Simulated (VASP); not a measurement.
# O (I4_1/amd) in VASP: further runs

O is run at these levels: PBEsol; tasks: single point.

Program: VASP 6.6.1. These are calculated values, not measurements. Logs are shortened: lines on timing, memory, paths and dates and some standing lists are left out, and cuts for length are marked.

### Step 1. The cell of the first run

It takes space group I4_1/amd (No. 141, tetragonal). Conventional cell: a = 3.241 Å, b = 3.241 Å, c = 3.896 Å, α = 90.00°, β = 90.00°, γ = 90.00°. Within 2.5 Å of O (site symmetry -4m2) lie 4 O at 1.89 Å.

### Step 2. Single point, PBEsol

Contents of INCAR:

```
PREC = Accurate
ENCUT = 600
EDIFF = 1E-6
ISMEAR = -1
SIGMA = 0.05
LREAL = False
LASPH = True
NELM = 120
ALGO = Normal
ISIF = 2
LWAVE = False
LCHARG = False
GGA = PS
NBANDS = 13
GGA_COMPAT = False
```

Contents of KPOINTS:

```
regular mesh
0
Gamma
  7 7 7
```

Contents of POSCAR:

```
O
1.0
    0.0000000000      2.2917014577      1.9479462391
    2.2917014577      0.0000000000      1.9479462391
    2.2917014577      2.2917014577      0.0000000000
O
2
Direct
    0.2500000000      0.2500000000      0.2500000000
    0.0000000000      0.0000000000      0.0000000000
```

Potentials or basis: VASP PAW PBE potentials, release 64 (O).

Started as:

```bash
> cat potpaw_PBE.64/O/POTCAR > POTCAR
> mpirun -np 1 vasp_std > vasp.out
```

OUTCAR:

```text
PREC = Accurate
   ENCUT = 600
   EDIFF = 1E-6
   ISMEAR = -1
   LREAL = False
   LASPH = True
   NELM = 120
   ISIF = 2
   GGA = PS

 ion  position               nearest neighbor table
   1  0.250  0.250  0.250-   2 1.89   2 1.89   2 1.89   2 1.89
   2  0.000  0.000  0.000-   1 1.89   1 1.89   1 1.89   1 1.89

  LATTYP: Found a body centered tetragonal cell.
 ALAT       =     3.2409552824
 C/A-ratio  =     1.2020815281

  Lattice vectors:

 A1 = (   0.0000000000,  -2.2917014577,  -1.9479462391)
 A2 = (   0.0000000000,   2.2917014577,  -1.9479462391)
 A3 = (   2.2917014577,   0.0000000000,   1.9479462391)

Analysis of symmetry for initial positions (statically):
=====================================================================
 Subroutine PRICEL returns:
 Original cell was already a primitive cell.

 Routine SETGRP: Setting up the symmetry group for a
 body centered tetragonal supercell.

 Subroutine GETGRP returns: Found 16 space group operations
 (whereof  8 operations were pure point group operations)
 out of a pool of 16 trial point group operations.

The static configuration has the point symmetry D_2d.
 The point group associated with its full space group is D_4h.

Analysis of symmetry for dynamics (positions and initial velocities):
=====================================================================
 Subroutine PRICEL returns:
 Original cell was already a primitive cell.

 Routine SETGRP: Setting up the symmetry group for a
 body centered tetragonal supercell.

 Subroutine GETGRP returns: Found 16 space group operations
 (whereof  8 operations were pure point group operations)
 out of a pool of 16 trial point group operations.

The dynamic configuration has the point symmetry D_2d.
 The point group associated with its full space group is D_4h.

 Subroutine INISYM returns: Found 16 space group operations
 (whereof  8 operations are pure point group operations),
 and found     1 'primitive' translations

----------------------------------------------------------------------------------------

                                     Primitive cell

  volume of cell :      20.4608

  direct lattice vectors                    reciprocal lattice vectors
     0.000000000  2.291701458  1.947946239    -0.218178506  0.218178506  0.256680595
     2.291701458  0.000000000  1.947946239     0.218178506 -0.218178506  0.256680595
     2.291701458  2.291701458  0.000000000     0.218178506  0.218178506 -0.256680595

  length of vectors
     3.007721749  3.007721749  3.240955282     0.401358504  0.401358504  0.401358504

  position of ions in fractional coordinates (direct lattice)
     0.250000000  0.250000000  0.250000000
     0.000000000  0.000000000  0.000000000

  ion indices of the primitive-cell ions
   primitive index   ion index
                 1           1
                 2           2

----------------------------------------------------------------------------------------

 KPOINTS: regular mesh

Automatic generation of k-mesh.
 Grid dimensions read from file:
 generate k-points for:    7    7    7

 Generating k-lattice:

  Cartesian coordinates                     Fractional coordinates (reciprocal lattice)
    -0.031168358  0.031168358  0.036668656     0.142857143 -0.000000000  0.000000000
     0.031168358 -0.031168358  0.036668656    -0.000000000  0.142857143  0.000000000
     0.031168358  0.031168358 -0.036668656     0.000000000  0.000000000  0.142857143

  Length of vectors
     0.057336929  0.057336929  0.057336929

  Shift w.r.t. Gamma in fractional coordinates (k-lattice)
     0.000000000  0.000000000  0.000000000

 Subroutine IBZKPT returns following result:
 ===========================================

 Found     40 irreducible k-points:

 Following reciprocal coordinates:
            Coordinates               Weight
  0.000000  0.000000  0.000000      1.000000
  0.142857 -0.000000  0.000000      8.000000
  0.285714 -0.000000  0.000000      8.000000
  0.428571 -0.000000  0.000000      8.000000
  0.142857  0.142857  0.000000      2.000000
  0.285714  0.142857  0.000000      8.000000
[... 16 lines left out ...]
  0.428571  0.285714  0.142857      8.000000
 -0.428571  0.285714  0.142857     16.000000
 [... further k-points ...]
   k-points           NKPTS =     40   k-points in BZ     NKDIM =     40   number of bands    NBANDS=     13
   number of dos      NEDOS =    301   number of ions     NIONS =      2
   total plane-waves  NPLWV =  16128
   dimension x,y,z NGX =    24 NGY =   24 NGZ =   28
   dimension x,y,z NGXF=    48 NGYF=   48 NGZF=   56
   ions per type =               2
   NGX,Y,Z   is equivalent  to a cutoff of  13.27, 13.27, 14.36 a.u.
   NGXF,Y,Z  is equivalent  to a cutoff of  26.53, 26.53, 28.73 a.u.
 SYSTEM =  unknown system
   PREC   = accura    normal or accurate (medium, high low for compatibility)
   ISTART =      0    job   : 0-new  1-cont  2-samecut
   ICHARG =      2    charge: 1-file 2-atom 10-const
   ISPIN  =      1    spin polarized calculation?
   LNONCOLLINEAR =      F non collinear calculations
   LSORBIT =      F    spin-orbit coupling
   LASPH  =      T    aspherical Exc in radial PAW
   ENCUT  =  600.0 eV  44.10 Ry    6.64 a.u.   6.01  6.01  6.47*2*pi/ulx,y,z
   NELM   =    120;   NELMIN=  2; NELMDL= -5     # of ELM steps
   EDIFF  = 0.1E-05   stopping-criterion for ELM
   LREAL  =      F    real-space projection
   EDIFFG = 0.1E-04   stopping-criterion for IOM
   NSW    =      0    number of steps for IOM
   IBRION =     -1    ionic relax: 0-MD 1-quasi-New 2-CG
   NFREE  =      0    steps in history (QN), initial steepest desc. (CG)
   ISIF   =      2    stress and relaxation
   ISYM   =      2    0-nonsym 1-usesym 2-fastsym
   POTIM  = 0.5000    time-step for ionic-motion
   TEBEG  =    0.0;   TEEND  =   0.0 temperature during run
   PSTRESS=    0.0 pullay stress
   NELECT =      12.0000    total number of electrons
   NUPDOWN=      -1.0000    fix difference up-down
   EMIN   =  10.00;   EMAX   =-10.00  energy-range for DOS
   EFERMI =   0.00;   METHOD = LEGACY
   ISMEAR =    -1;   SIGMA  =   0.05  broadening in eV -4-tet -1-fermi 0-gaus
   EFERMI_NEDOS =   21; number of points for ismear=-14 and -15
   IALGO  =     38    algorithm
   IMIX   =      4    mixing-type and parameters
     AMIX     =   0.40;   BMIX     =  1.00
     AMIX_MAG =   1.60;   BMIX_MAG =  1.00
  volume/ion in A,a.u.               =      10.23        69.04
  Fermi-wavevector in a.u.,A,eV,Ry     =   1.370338  2.589563 25.549361  1.877825
  Thomas-Fermi vector in A             =   2.496133
   LORBIT       =      0    0 simple, 1 ext, 2 COOP (PROOUT), +10 PAW based schemes
   GGA     = PS    functional components
   LHFCALC =     F    Hartree Fock is set to
   AEXX    =    0.0000 exact exchange contribution
   IVDW    =     0    specifies the selected vdW correction
   LEPSILON=     F    determine dielectric tensor
   LRPA    =     F    only Hartree local field effects (RPA)
 non-spin polarized calculation
  energy-cutoff  :      600.00
  volume of cell :       20.46
 maximum number of plane-waves:       700
   NGX = 11   NGY = 11   NGZ = 13

 number of electron      11.9999999 magnetization

 Free energy of the ion-electron system (eV)
  ---------------------------------------------------
  ext. energy  EPLUGINS =         0.00000000
  ---------------------------------------------------
  free energy    TOTEN  =        -6.81976813 eV

  energy without entropy =       -6.80424384  energy(sigma->0) =       -6.81200598

 E-fermi :   0.7377     XC(G=0): -10.4924

 val. band max:        0.7328561695   @ k =   0.1429  -0.0000   0.0000
 cond. band min:       0.7766048160   @ k =  -0.4286   0.0000   0.1429
 fundamental gap:      0.0437486465
 Fermi energy:         0.7376791487

 k-point     1 :       0.0000    0.0000    0.0000
  band No.  band energies     occupation
      1     -20.9111      2.00000
      2     -12.6413      2.00000
      3      -3.5061      2.00000
      4      -3.5061      2.00000
      5      -2.4069      2.00000
      6      -0.4420      2.00000
      7       0.4419      1.99462
      8       0.4419      1.99462
      9      10.6100      0.00000
     10      22.3467      0.00000
     11      23.4191      0.00000
     12      23.4191      0.00000
     13      24.7196      0.00000

 k-point     2 :       0.1429   -0.0000    0.0000
  band No.  band energies     occupation
      1     -20.6625      2.00000
      2     -13.1015      2.00000
      3      -3.7578      2.00000
      4      -3.6071      2.00000
      5      -2.7102      2.00000
      6      -0.2661      2.00000
      7       0.6713      1.58095
      8       0.7329      1.04819
      9      11.2656      0.00000
     10      20.9497      0.00000
     11      21.2413      0.00000
     12      25.4884      0.00000
     13      25.5879      0.00000

 k-point     3 :       0.2857   -0.0000    0.0000
  band No.  band energies     occupation
      1     -19.9874      2.00000
      2     -14.2109      2.00000
      3      -4.2317      2.00000
      4      -4.0050      2.00000
      5      -3.2551      2.00000
      6       0.3239      1.99949
      7       1.0786      0.00219
      8       1.3609      0.00001
      9      12.6452      0.00000
     10      19.1052      0.00000
     11      20.0647      0.00000
     12      23.4581      0.00000
     13      27.4359      0.00000
[... 305 lines left out ...]
 k-point    23 :       0.4286    0.2857    0.1429
  band No.  band energies     occupation
      1     -19.2827      2.00000
      2     -14.9640      2.00000
      3      -5.5591      2.00000
      4      -4.6184      2.00000
      5      -1.9443      2.00000
      6      -0.8890      2.00000
      7       1.8323      0.00000
      8       2.0329      0.00000
      9      13.8266      0.00000
     10      17.3067      0.00000
     11      21.3810      0.00000
     12      22.5305      0.00000
     13      27.3180      0.00000

 k-point    24 :      -0.4286    0.2857    0.1429
  band No.  band energies     occupation
      1     -18.5332      2.00000
      2     -15.9472      2.00000
      3      -5.9287      2.00000
      4      -4.7779      2.00000
      5      -2.0221      2.00000
      6      -0.2243      2.00000
      7       1.9753      0.00000
      8       2.2167      0.00000
      9      14.1113      0.00000
     10      15.7954      0.00000
     11      21.2791      0.00000
     12      22.4420      0.00000
     13      29.3983      0.00000

 [... further k-points ...]
[... 5 lines left out ...]
  --------------------------------------------------------------------------------------
  -------------------------------------------------------------------------------------
  Total       -0.1299901     -0.1299901     -1.0991270      0.0000000      0.0000000      0.0000000
  in kB      -10.1788309    -10.1788309    -86.0667487      0.0000000      0.0000000      0.0000000
  external PRESSURE =     -35.4748035 kB  Pullay stress =       0.0000000 kB

 VOLUME and BASIS-vectors are now :
 -----------------------------------------------------------------------------
  energy-cutoff  :      600.00
  volume of cell :       20.46
      direct lattice vectors                 reciprocal lattice vectors
     0.000000000  2.291701458  1.947946239    -0.218178506  0.218178506  0.256680595
     2.291701458  0.000000000  1.947946239     0.218178506 -0.218178506  0.256680595
     2.291701458  2.291701458  0.000000000     0.218178506  0.218178506 -0.256680595

 POSITION                                       TOTAL-FORCE (eV/Angst)
 -----------------------------------------------------------------------------------
      1.14585      1.14585      0.97397         0.000000      0.000000     -0.000000
      0.00000      0.00000      0.00000        -0.000000     -0.000000      0.000000
 -----------------------------------------------------------------------------------
    total drift:                               -0.000000      0.000000      0.000000

  FREE ENERGIE OF THE ION-ELECTRON SYSTEM (eV)
  ---------------------------------------------------
  free  energy   TOTEN  =        -6.8197681302 eV

  energy  without entropy=       -6.8042438386  energy(sigma->0) =       -6.81200598
```

It took 4.6 s on 1 thread of Intel Xeon 6975P-C (Granite Rapids), shared host; peak memory 0.13 GiB.

Results:

| Quantity | Value |
| --- | --- |
| Free energy | -6.8198 eV |
| Pressure | -3.5 GPa |
| Band gap on the k mesh | zero (bands 6 and 7 overlap by 0.81 eV) |

Levels at points of the mesh, in eV from the Fermi level:
| k point | band 4 | band 5 | band 6 | band 7 | band 8 | band 9 |
| --- | --- | --- | --- | --- | --- | --- |
| (0.00, 0.00, 0.00) | -4.24 | -3.14 | -1.18 | -0.30 | -0.30 | 9.87 |

Caveat: the k points lie up to 0.36 Å⁻¹ apart, too coarse for converged energies and pressures of a metal; the PAW data sets were made with another functional, which shifts forces and pressure a little.

[end of part 1 of 3]
